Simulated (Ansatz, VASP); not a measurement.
## LuH2: VASP beside Ansatz

INCAR

```
ALGO = Normal
EDIFF = 1E-7
ENCUT = 520
GGA = CA
ISIF = 2
ISMEAR = -1
LASPH = True
LCHARG = True
LELF = True
LREAL = False
LVHAR = True
LWAVE = False
NBANDS = 20
NELM = 100
PREC = Accurate
SIGMA = 0.02
```

KPOINTS

```
k-points
0
Gamma
  8 8 8
```

File POSCAR:

```
LuH2
1.0
    0.0000000000      2.5080835492      2.5080835492
    2.5080835492      0.0000000000      2.5080835492
    2.5080835492      2.5080835492      0.0000000000
Lu H
1 2
Direct
    0.0000000000      0.0000000000      0.0000000000
    0.2500000000      0.2500000000      0.2500000000
    0.7500000000      0.7500000000      0.7500000000
```

Input for Ansatz:

```yaml
crystal:
  lattice:
    - [0.0, 2.5080835492, 2.5080835492]
    - [2.5080835492, 0.0, 2.5080835492]
    - [2.5080835492, 2.5080835492, 0.0]
  atoms:
    - { symbol: Lu, position: [0.0, 0.0, 0.0] }
    - { symbol: H, position: [0.25, 0.25, 0.25] }
    - { symbol: H, position: [0.75, 0.75, 0.75] }
kpoints:
  mp_grid: { grid: [8, 8, 8] }
  band_path:
    path:
      - [0.0, 0.0, 0.0]
      - [0.5, 0.0, 0.5]
      - [0.625, 0.25, 0.625]
      - [0.375, 0.375, 0.75]
      - [0.0, 0.0, 0.0]
      - [0.5, 0.5, 0.5]
      - [0.5, 0.25, 0.75]
      - [0.5, 0.0, 0.5]
    npoints: 5
scf:
  occupations: { method: fermi_dirac, width: 0.02 }
hamiltonian:
  xc: lda
  pseudopotentials: { kind: all_electron, lapw: { basis_error: 0.001 } }
output:
  forces: true
  stress: true
  eigenvalues: true
```

Change from the starting cell: volume scaled by 0.99.

Alike in both runs: task single point; functional LDA; k mesh 8 × 8 × 8; occupations fermi-dirac, width 0.02 eV; no spin polarisation.

|  | VASP | Ansatz |
| --- | --- | --- |
| version | VASP 6.6.1 | Ansatz 0.2.0 |
| potentials or method | VASP PAW PBE potentials, release 64 (Lu, H), cutoff 520 eV | all-electron LAPW, scalar-relativistic |

|  | VASP | Ansatz | Ansatz less VASP |
| --- | --- | --- | --- |
| pressure (GPa) | -5.4 | -5.9 | -0.51 |

VASP's potentials were made for PBE, not for LDA. LDA's correlation is that of Perdew and Zunger in VASP and of Perdew and Wang (1992) in Ansatz. Ansatz ran all-electron here, and VASP with PAW potentials.

Spin-orbit coupling is off throughout.
